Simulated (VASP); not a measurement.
# ZnS (P6_3mc) in VASP: further runs

ZnS is run at these levels: PBEsol; tasks: single point.

Program: VASP 6.6.1. These are calculated values, not measurements. Logs are shortened: lines on timing, memory, paths and dates and some standing lists are left out, and cuts for length are marked.

## Step 1: The cell of the first run

Symmetry: P6_3mc, No. 186, hexagonal system. Conventional cell: a = 3.782 Å, b = 3.782 Å, c = 6.208 Å, α = 90.00°, β = 90.00°, γ = 120.00°. Within 3.1 Å of Zn (site symmetry 3m) lie 4 S at 2.32 Å. S (site symmetry 3m) has 4 Zn at 2.32 Å within 3.1 Å.

## Step 2: Single point, PBEsol, non-collinear spin, zero start, spin-orbit coupling

Input file INCAR:

```
ALGO = Normal ; EDIFF = 1E-6
ENCUT = 520 ; GGA = PS
GGA_COMPAT = F ; ISIF = 2
ISMEAR = 0 ; LASPH = T
LCHARG = F ; LORBIT = 11
LORBMOM = T ; LREAL = F
LSORBIT = T ; LWAVE = F
MAGMOM = 0 0 0 0 0 0 0 0 0 0 0 0 ; NBANDS = 50
NELM = 150 ; PREC = Accurate
SIGMA = 0.01
```

Input file KPOINTS:

```
k-points
0
Gamma
  9 9 4
```

Input file POSCAR:

```
ZnS
1.0
    3.7822799599      0.0000000000      0.0000000000
   -1.8911399799      3.2755505295      0.0000000000
    0.0000000000      0.0000000000      6.2079685997
Zn S
2 2
Direct
    0.3333333333      0.6666666667      0.0004339381
    0.6666666667      0.3333333333      0.5004339381
    0.3333333333      0.6666666667      0.3745660619
    0.6666666667      0.3333333333      0.8745660619
```

Potentials or basis: VASP PAW PBE potentials, release 64 (Zn, S).

Command:

```bash
$ cat potpaw_PBE.64/Zn/POTCAR potpaw_PBE.64/S/POTCAR > POTCAR
$ mpirun -np 1 vasp_ncl > vasp.out
```

OUTCAR:

```text
EDIFF = 1E-6
   ENCUT = 520
   GGA = PS
   ISIF = 2
   ISMEAR = 0
   LASPH = T
   LORBIT = 11
   LREAL = F
   LSORBIT = T
   NELM = 150
   PREC = Accurate

 ion  position               nearest neighbor table
   1  0.333  0.667  0.000-   4 2.32   4 2.32   4 2.32   3 2.32
   2  0.667  0.333  0.500-   3 2.32   3 2.32   3 2.32   4 2.32
   3  0.333  0.667  0.375-   2 2.32   2 2.32   2 2.32   1 2.32
   4  0.667  0.333  0.875-   1 2.32   1 2.32   1 2.32   2 2.32

  LATTYP: Found a hexagonal cell.
 ALAT       =     3.7822799599
 C/A-ratio  =     1.6413297444

  Lattice vectors:

 A1 = (   3.7822799599,   0.0000000000,   0.0000000000)
 A2 = (  -1.8911399799,   3.2755505295,   0.0000000000)
 A3 = (   0.0000000000,   0.0000000000,   6.2079685997)

Analysis of symmetry for initial positions (statically):
=====================================================================
 Subroutine PRICEL returns:
 Original cell was already a primitive cell.

 Routine SETGRP: Setting up the symmetry group for a
 hexagonal supercell.

 Subroutine GETGRP returns: Found 12 space group operations
 (whereof  6 operations were pure point group operations)
 out of a pool of 24 trial point group operations.

The static configuration has the point symmetry C_3v.
 The point group associated with its full space group is C_6v.

Analysis of symmetry for dynamics (positions and initial velocities):
=====================================================================
 Subroutine PRICEL returns:
 Original cell was already a primitive cell.

 Routine SETGRP: Setting up the symmetry group for a
 hexagonal supercell.

 Subroutine GETGRP returns: Found 12 space group operations
 (whereof  6 operations were pure point group operations)
 out of a pool of 24 trial point group operations.

The dynamic configuration has the point symmetry C_3v.
 The point group associated with its full space group is C_6v.

Analysis of structural, dynamic, and magnetic symmetry:
=====================================================================
 Subroutine PRICEL returns:
 Original cell was already a primitive cell.

 Routine SETGRP: Setting up the symmetry group for a
 hexagonal supercell.

 Subroutine GETGRP returns: Found 12 space group operations
 (whereof  6 operations were pure point group operations)
 out of a pool of 24 trial point group operations.

The overall configuration has the point symmetry C_3v.
 The point group associated with its full space group is C_6v.

 Subroutine INISYM returns: Found 12 space group operations
 (whereof  6 operations are pure point group operations),
 and found     1 'primitive' translations

----------------------------------------------------------------------------------------

                                     Primitive cell

  volume of cell :      76.9108

  direct lattice vectors                    reciprocal lattice vectors
     3.782279960  0.000000000  0.000000000     0.264390794  0.152646096  0.000000000
    -1.891139980  3.275550529  0.000000000     0.000000000  0.305292192  0.000000000
     0.000000000  0.000000000  6.207968600     0.000000000  0.000000000  0.161083289

  length of vectors
     3.782279960  3.782279960  6.207968600     0.305292192  0.305292192  0.161083289

  position of ions in fractional coordinates (direct lattice)
     0.333333333  0.666666667  0.000433938
     0.666666667  0.333333333  0.500433938
     0.333333333  0.666666667  0.374566062
     0.666666667  0.333333333  0.874566062

  ion indices of the primitive-cell ions
   primitive index   ion index
                 1           1
                 2           2
                 3           3
                 4           4

----------------------------------------------------------------------------------------

 KPOINTS: k-points

Automatic generation of k-mesh.
 Grid dimensions read from file:
 generate k-points for:    9    9    4

 Generating k-lattice:

  Cartesian coordinates                     Fractional coordinates (reciprocal lattice)
[... 109 lines left out ...]
  free energy    TOTEN  =       -15.17746414 eV

  energy without entropy =      -15.17746414  energy(sigma->0) =      -15.17746414

 E-fermi :   2.3664     XC(G=0):  -9.9634

 val. band max:        2.2967638574   @ k =   0.0000   0.0000   0.0000
 cond. band min:       4.4376430416   @ k =   0.0000   0.0000   0.0000
 fundamental gap:      2.1408791842
 Fermi energy:         2.3663646402

 k-point     1 :       0.0000    0.0000    0.0000
  band No.  band energies     occupation
      1     -11.0899      1.00000
      2     -11.0899      1.00000
      3     -10.0936      1.00000
      4     -10.0936      1.00000
      5      -4.3101      1.00000
      6      -4.3101      1.00000
[... 1213 lines left out ...]
     47       9.4189      0.00000
     48       9.4205      0.00000

 [... further k-points ...]

 [bands above 48 left out]

------------------------ aborting loop because EDIFF is reached ----------------------------------------

  FORCE on cell =-STRESS in cart. coord.  units (eV):
  Direction    XX          YY          ZZ          XY          YZ          ZX
  --------------------------------------------------------------------------------------
  -------------------------------------------------------------------------------------
  Total        0.0859136      0.0859136      0.0934019      0.0000000      0.0000000      0.0000000
  in kB        1.7897188      1.7897188      1.9457125      0.0000000      0.0000000      0.0000000
  external PRESSURE =       1.8417167 kB  Pullay stress =       0.0000000 kB

 VOLUME and BASIS-vectors are now :
 -----------------------------------------------------------------------------
  energy-cutoff  :      520.00
  volume of cell :       76.91
      direct lattice vectors                 reciprocal lattice vectors
     3.782279960  0.000000000  0.000000000     0.264390794  0.152646096  0.000000000
    -1.891139980  3.275550529  0.000000000     0.000000000  0.305292192  0.000000000
     0.000000000  0.000000000  6.207968600     0.000000000  0.000000000  0.161083289

 POSITION                                       TOTAL-FORCE (eV/Angst)
 -----------------------------------------------------------------------------------
     -0.00000      2.18370      0.00269        -0.000000      0.000000     -0.000866
      1.89114      1.09185      3.10668         0.000000     -0.000000     -0.000866
     -0.00000      2.18370      2.32529         0.000000     -0.000000      0.000866
      1.89114      1.09185      5.42928        -0.000000     -0.000000      0.000866
 -----------------------------------------------------------------------------------
    total drift:                               -0.000000      0.000000      0.000633

  FREE ENERGIE OF THE ION-ELECTRON SYSTEM (eV)
  ---------------------------------------------------
  free  energy   TOTEN  =       -15.1774641399 eV

  energy  without entropy=      -15.1774641399  energy(sigma->0) =      -15.17746414

 orbital moment (x)

 # of ion     p       d       tot
 ----------------------------------------
  1         0.000  -0.000  -0.000
  2         0.000   0.000   0.000
  3         0.000   0.000   0.000
  4        -0.000   0.000  -0.000
 ----------------------------------------
            0.000   0.000   0.000

 orbital moment (y)

 # of ion     p       d       tot
 ----------------------------------------
  1         0.000   0.000   0.000
  2        -0.000  -0.000  -0.000
  3         0.000   0.000   0.000
  4         0.000   0.000   0.000
 ----------------------------------------
            0.000  -0.000  -0.000

 orbital moment (z)

 # of ion     p       d       tot
 ----------------------------------------
  1         0.000   0.000   0.000
  2        -0.000   0.000   0.000
  3         0.000   0.000   0.000
  4         0.000   0.000   0.000
 ----------------------------------------
            0.000   0.000   0.000

 Spin-Orbit-Coupling matrix elements

 Ion:    1  E_soc:     -0.0085458
 l=   1
     0.0000000    -0.0004263    -0.0004287
    -0.0004263     0.0000000    -0.0004263
    -0.0004287    -0.0004263     0.0000000
 l=   2
     0.0000000    -0.0001983     0.0000000    -0.0001983    -0.0008016
    -0.0001983     0.0000000    -0.0006003    -0.0001962    -0.0001983
     0.0000000    -0.0006003     0.0000000    -0.0006003     0.0000000
    -0.0001983    -0.0001962    -0.0006003     0.0000000    -0.0001983
    -0.0008016    -0.0001983     0.0000000    -0.0001983     0.0000000
 l=   3
     0.0000000     0.0000000     0.0000000     0.0000000     0.0000000     0.0000000     0.0000000
     0.0000000     0.0000000     0.0000000     0.0000000     0.0000000     0.0000000     0.0000000
     0.0000000     0.0000000     0.0000000     0.0000000     0.0000000     0.0000000     0.0000000
     0.0000000     0.0000000     0.0000000     0.0000000     0.0000000     0.0000000     0.0000000
[... 49 lines left out ...]
 l=   2
     0.0000000     0.0000000     0.0000000     0.0000000     0.0000000
     0.0000000     0.0000000     0.0000000     0.0000000     0.0000000
     0.0000000     0.0000000     0.0000000     0.0000000     0.0000000
     0.0000000     0.0000000     0.0000000     0.0000000     0.0000000
     0.0000000     0.0000000     0.0000000     0.0000000     0.0000000
 l=   3
     0.0000000     0.0000000     0.0000000     0.0000000     0.0000000     0.0000000     0.0000000
     0.0000000     0.0000000     0.0000000     0.0000000     0.0000000     0.0000000     0.0000000
     0.0000000     0.0000000     0.0000000     0.0000000     0.0000000     0.0000000     0.0000000
     0.0000000     0.0000000     0.0000000     0.0000000     0.0000000     0.0000000     0.0000000
     0.0000000     0.0000000     0.0000000     0.0000000     0.0000000     0.0000000     0.0000000
     0.0000000     0.0000000     0.0000000     0.0000000     0.0000000     0.0000000     0.0000000
     0.0000000     0.0000000     0.0000000     0.0000000     0.0000000     0.0000000     0.0000000

 total charge

# of ion       s       p       d       tot
------------------------------------------
    1        0.531   0.504   9.802  10.836
    2        0.531   0.504   9.802  10.836
    3        1.308   2.424   0.000   3.732
    4        1.308   2.424   0.000   3.732
--------------------------------------------------
tot          3.678   5.855  19.603  29.137

 magnetization (x)

# of ion       s       p       d       tot
------------------------------------------
    1       -0.000   0.000  -0.000   0.000
    2        0.000  -0.000   0.000  -0.000
    3        0.000   0.000   0.000   0.000
    4       -0.000   0.000   0.000  -0.000
--------------------------------------------------
tot          0.000   0.000   0.000   0.000

 magnetization (y)

# of ion       s       p       d       tot
------------------------------------------
    1        0.000   0.000   0.000   0.000
    2       -0.000   0.000   0.000  -0.000
    3        0.000   0.000   0.000   0.000
    4        0.000   0.000   0.000   0.000
--------------------------------------------------
tot         -0.000   0.000   0.000   0.000

 magnetization (z)

# of ion       s       p       d       tot
------------------------------------------
    1        0.000  -0.000   0.000   0.000
    2        0.000   0.000   0.000   0.000
    3       -0.000   0.000   0.000  -0.000
    4       -0.000   0.000   0.000  -0.000
--------------------------------------------------
tot          0.000   0.000   0.000   0.000
```

Wall time 4.7 min (1 thread of AMD EPYC 7R13 (Zen 3), shared host); peak memory 0.46 GiB.

Results:

- Free energy: -15.1775 eV
- Pressure: 0.2 GPa
- Net moment: 0.00 μB per cell
- Valence electrons inside the program's atomic spheres: Zn 10.84; S 3.73

Moments on the atoms (μB; x, y, z):
```
Zn  0.00 0.00 0.00
Zn  0.00 0.00 0.00
S   0.00 0.00 0.00
S   0.00 0.00 0.00
```

Caveat: the PAW data sets were made with another functional, which shifts forces and pressure a little.

## Step 3: Single point, PBEsol, non-collinear spin, zero start, spin-orbit coupling

Input file INCAR:

```
PREC = Accurate
ENCUT = 520
EDIFF = 1E-7
ISMEAR = 0
SIGMA = 0.01
LREAL = False
LASPH = True
NELM = 150
ALGO = Normal
ISIF = 2
LWAVE = False
LCHARG = True
MAGMOM = 0 0 0 0 0 0 0 0 0 0 0 0
LORBIT = 11
LSORBIT = True
GGA_COMPAT = False
LORBMOM = True
GGA = PS
LVHAR = True
NBANDS = 50
```

Input file KPOINTS:

```
regular mesh
0
Gamma
  9 9 4
```

POSCAR is that of step 2.

Potentials or basis: VASP PAW PBE potentials, release 64 (Zn, S).

Command:

```bash
$ cat potpaw_PBE.64/Zn/POTCAR potpaw_PBE.64/S/POTCAR > POTCAR
$ mpirun -np 1 vasp_ncl > vasp.out
```

It took 4.9 min on 1 thread of AMD EPYC 7R13 (Zen 3), shared host; peak memory 0.46 GiB.

Results (log left out):

```yaml
Free_energy: -15.1775 eV
Pressure: 0.2 GPa
Net_moment: 0.00 μB per cell
Valence_electrons_inside_the_program's_atomic_spheres: Zn 10.84; S 3.73
```

Moments on the atoms (μB; x, y, z):
```
Zn  0.00 0.00 0.00
Zn  0.00 0.00 0.00
S   0.00 0.00 0.00
S   0.00 0.00 0.00
```

Caveat: the PAW data sets were made with another functional, which shifts forces and pressure a little.
